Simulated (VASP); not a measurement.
**Ti: relaxation of cell and atoms with RPBE+D4**

The system is Ti.

```
CELL_PARAMETERS angstrom
2.95000 0.00000 0.00000
-1.47500 2.55477 0.00000
0.00000 0.00000 4.68000
ATOMIC_POSITIONS crystal
Ti 0.66667 0.33333 0.75000
Ti 0.33333 0.66667 0.25000
```

* Program: VASP 6.6.1
* Task: relaxation of cell and atoms
* Functional: RPBE
* Dispersion: D4
* Potentials or basis: VASP PAW PBE potentials, release 64 (Ti_sv)
* Cutoff: 600 eV
* k mesh: 10 × 10 × 6
* Occupations: fermi-dirac, width 0.05 eV
* Spin: no spin polarisation
* Dipole correction: no
* Further INCAR settings: ALGO = Fast; EDIFF = 1e-06; IBRION = 2; EDIFFG = -0.01; NSW = 60; ISIF = 3

```
Relaxed volume                         : 17.33 Å³/atom
Relaxed cell                           : a = 2.935 Å, b = 2.935 Å, c = 4.647 Å, α = 90.00°, β = 90.00°, γ = 120.00°
Space group after relaxing (to 0.05 Å) : P6_3/mmc (No. 194)
Energy gained by relaxing              : 1.7 meV/atom
Ionic steps                            : 7
Pressure after relaxing                : 0.0 GPa
Band gap on the k mesh                 : zero (band 12 reaches 9.26 eV, above the bottom of band 13 at 8.23 eV)
Dispersion energy per atom             : -0.364 eV
```

Stress tensor (GPa, compression positive):
```
 0.06  0.00  0.00
 0.00  0.06  0.00
 0.00  0.00 -0.05
```

Step by step:
```
step  energy change (eV)  largest force (eV/Å)  pressure (GPa)  volume (Å³)
   1              0.0000                0.0000           -1.92        35.27
   2             -0.0012                0.0000            1.44        34.20
   3             -0.0034                0.0000            0.00        34.69
   4             -0.0034                0.0000           -0.01        34.68
   5             -0.0029                0.0000            0.68        34.44
   6             -0.0034                0.0000            0.05        34.67
   7             -0.0035                0.0000            0.02        34.67
```

Final structure:
```
CELL_PARAMETERS angstrom
2.93507 0.00000 0.00000
-1.46753 2.54184 0.00000
0.00000 0.00000 4.64662
ATOMIC_POSITIONS crystal
Ti 0.66667 0.33333 0.75000
Ti 0.33333 0.66667 0.25000
```

Levels at points of the mesh, in eV from the Fermi level:
| k point | band 8 | band 9 | band 10 | band 11 | band 12 | band 13 | band 14 | band 15 | band 16 |
| --- | --- | --- | --- | --- | --- | --- | --- | --- | --- |
| (0.00, 0.00, 0.00) | -32.77 | -6.23 | -2.69 | 0.75 | 0.79 | 0.79 | 0.90 | 1.29 | 1.29 |
| (0.50, 0.00, 0.00) | -32.84 | -2.35 | -2.15 | -1.84 | -0.64 | 0.50 | 0.65 | 1.19 | 3.36 |
| (0.00, 0.00, 0.50) | -32.82 | -4.36 | -4.36 | 0.09 | 0.09 | 0.70 | 0.70 | 0.70 | 0.70 |
| (0.50, 0.00, 0.50) | -32.93 | -2.54 | -2.54 | -0.81 | -0.81 | 1.32 | 1.32 | 1.75 | 1.75 |

Wall time 8.3 min on 1 thread of AMD EPYC 7R43 64-Core Processor (Zen 3), with other jobs on the host, peak memory 0.14 GiB.

Caveat: the PAW data sets were made with another functional, which shifts forces and pressure a little; pairwise dispersion overbinds metals, which lowers pressure and volume.
